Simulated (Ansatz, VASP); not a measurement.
## TiPd3: VASP beside Ansatz

File INCAR:

```
SYSTEM = TiPd3
PREC = Accurate ; ENCUT = 520
EDIFF = 1E-6 ; ISMEAR = -1
SIGMA = 0.05 ; LREAL = .False.
LASPH = .True. ; NELM = 60
ALGO = Normal ; ISIF = 2
LWAVE = .False. ; LCHARG = .False.
NBANDS = 29
```

File KPOINTS:

```
Automatic mesh
0
Gamma
  11 11 11
  0 0 0
```

Contents of POSCAR:

```
TiPd3
1.0
    3.8200000000      0.0191000000      0.0191000000
    0.0191000000      3.8200000000      0.0191000000
    0.0191000000      0.0191000000      3.8200000000
Ti Pd
1 3
Direct
    0.0000000000      0.0000000000      0.0000000000
    0.0000000000      0.5000000000      0.5000000000
    0.5000000000      0.0000000000      0.5000000000
    0.5000000000      0.5000000000      0.0000000000
```

Input for Ansatz:

```yaml
crystal:
  lattice:
    - [3.82, 0.0191, 0.0191]
    - [0.0191, 3.82, 0.0191]
    - [0.0191, 0.0191, 3.82]
  atoms:
    - { symbol: Ti, position: [0.0, 0.0, 0.0] }
    - { symbol: Pd, position: [0.0, 0.5, 0.5] }
    - { symbol: Pd, position: [0.5, 0.0, 0.5] }
    - { symbol: Pd, position: [0.5, 0.5, 0.0] }
kpoints:
  mp_grid: { grid: [11, 11, 11] }
  band_path:
    path:
      - [0.0, 0.0, 0.0]
      - [0.5, 0.5, 0.5]
      - [0.5098274679, 0.4901725321, 0.5]
      - [0.5, -0.4901725321, 0.4901725321]
      - [0.5, 0.0, 0.0]
      - [0.0, 0.0, 0.0]
      - [0.4950862661, -0.4950862661, 0.0]
      - [0.5049137339, 0.0, 0.4950862661]
      - [0.5, 0.0, 0.5]
    npoints: 5
scf:
  occupations: { method: fermi_dirac, width: 0.05 }
hamiltonian:
  xc: lda
  pseudopotentials: { kind: all_electron, lapw: { basis_error: 0.001 } }
output:
  forces: true
  stress: true
  eigenvalues: true
```

Change from the starting cell: equal xy, yz and zx shear strains of +1 %.

Alike in both runs: task single point; functional LDA; k mesh 11 × 11 × 11; occupations fermi-dirac, width 0.05 eV; no spin polarisation.

|  | VASP | Ansatz |
| --- | --- | --- |
| version | VASP 6.6.1 | Ansatz 0.2.0 |
| potentials or method | VASP PAW LDA potentials, release 64 (Ti_sv, Pd), cutoff 520 eV | all-electron LAPW, scalar-relativistic |

VASP gave:

| Quantity | Value |
| --- | --- |
| pressure (GPa) | 2.8 |
| traceless stress, the component that is largest in VASP (GPa) | -1.40 |

Question: Which values does Ansatz return?

Answer: Pressure (GPa): 2.4; traceless stress, the component that is largest in VASP (GPa): -1.40.

LDA's correlation is that of Perdew and Zunger in VASP and of Perdew and Wang (1992) in Ansatz. Ansatz ran all-electron here, and VASP with PAW potentials.
